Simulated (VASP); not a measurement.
**BN (Qingsongite): single point with HSE06**

Crystal: BN (Qingsongite).

```
B N
1.0
     0.00000    1.80482    1.80482
     1.80482    0.00000    1.80482
     1.80482    1.80482    0.00000
B N
1 1
Direct
  0.00000 0.00000 0.00000
  0.25000 0.25000 0.25000
```

| Property | Result |
| --- | --- |
| Program | VASP 6.6.1 |
| Task | single point |
| Functional | HSE06 |
| Potentials or basis | VASP PAW PBE potentials, release 64 (B, N) |
| Cutoff | 520 eV |
| k mesh | 4 × 4 × 4 |
| Occupations | gaussian, width 0.01 eV |
| Spin | no spin polarisation |
| Dipole correction | no |
| Grid for exact exchange (PRECFOCK) | Normal |
| Further INCAR settings | ALGO = Normal; EDIFF = 1e-06; NBANDS = 11 |
| Screening parameter | 0.2079 1/Å |

* Pressure: -3.5 GPa
* Band gap on the k mesh: 5.80 eV, indirect (least direct gap 10.59 eV)

Levels at points of the mesh, in eV from the valence-band top:
| k point | band 2 | band 3 | band 4 | band 5 | band 6 | band 7 |
| --- | --- | --- | --- | --- | --- | --- |
| (0.00, 0.00, 0.00) | 0.00 | 0.00 | 0.00 | 10.59 | 10.59 | 10.59 |
| (0.50, 0.00, 0.00) | -11.66 | -2.11 | -2.11 | 11.93 | 12.55 | 12.55 |
| (0.50, 0.50, 0.00) | -9.78 | -5.34 | -5.34 | 5.80 | 10.77 | 20.54 |

Run time: 47 s on 1 thread of AMD EPYC 7R13 (shared host), peak memory 0.19 GiB.

Caveat: the k points lie up to 0.75 Å⁻¹ apart; the PAW data sets were made with another functional, which shifts forces and pressure a little. A k mesh can miss the band edges.
